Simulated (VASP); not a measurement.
Input of a VASP 6.6.1 run:

The input INCAR:

```
  ALGO = Normal
  EDIFF = 1E-6
  ENCUT = 520
  GGA = PE
  ISIF = 2
  ISMEAR = -1
  LASPH = True
  LCHARG = True
  LELF = True
  LREAL = False
  LVHAR = True
  LWAVE = False
  NBANDS = 15
  NELM = 80
  PREC = Accurate
  SIGMA = 0.05
```

The input KPOINTS:

```
k-points
0
Gamma
  11 11 11
```

File POSCAR:

```
TaN
1.0
    0.0000000000      2.1606882099      2.1606882099
    2.1606882099      0.0000000000      2.1606882099
    2.1606882099      2.1606882099      0.0000000000
Ta N
1 1
Direct
    0.5000000000      0.5000000000      0.5000000000
    0.0000000000      0.0000000000      0.0000000000
```

Potentials or basis: VASP PAW PBE potentials, release 64 (Ta_pv, N).

Launch:

```sh
$ cat potpaw_PBE.64/Ta_pv/POTCAR potpaw_PBE.64/N/POTCAR > POTCAR
$ mpirun -np 1 vasp_std > vasp.out
```

(1) Estimate the band gap on the k mesh.

(2) What does it give for the pressure?

Results:

(1) zero (band 8 reaches 11.97 eV, above the bottom of band 9 at 7.90 eV).

(2) 26.2 GPa.

Caveat: spin-orbit coupling is left out, which moves the levels of the heavy elements.
